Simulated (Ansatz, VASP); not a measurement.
**Two plane-wave programs on Al2O3**

```
Al O
1.0
    -1.39933    1.86793    4.40173
     1.39933   -1.86793    4.40173
     1.39933    1.86793   -4.40173
Al O
2 3
Direct
  0.65541 0.65541 0.00000
  0.34459 0.34459 0.00000
  0.50000 0.00000 0.50000
  0.19648 0.69648 0.50000
  0.80352 0.30352 0.50000
```

Alike in both runs: functional PBE; k mesh 8 × 8 × 8; occupations gaussian, width 0.1 eV; no spin polarisation.

Ansatz relaxed the structure, and its values are those at the end. VASP's run is a single point on that final structure, the one shown.

|  | VASP | Ansatz |
| --- | --- | --- |
| version | VASP 6.6.1 | Ansatz 0.2.0 |
| potentials or method | VASP PAW PBE potentials, release 64 (Al, O), cutoff 520 eV | scalar-relativistic, plane waves, PAW |
| valence electrons in the cell | 24 | 24 |

```tsv
	VASP	Ansatz	Ansatz less VASP
gap on the k mesh at the Fermi level (eV)	5.19	5.20	+0.011
least direct gap on the mesh (eV)	5.19	5.20	+0.011
pressure (GPa)	0.0	0.1	+0.09
rms of the force components (eV/Å)	0.009	0.008	-0.0008
```
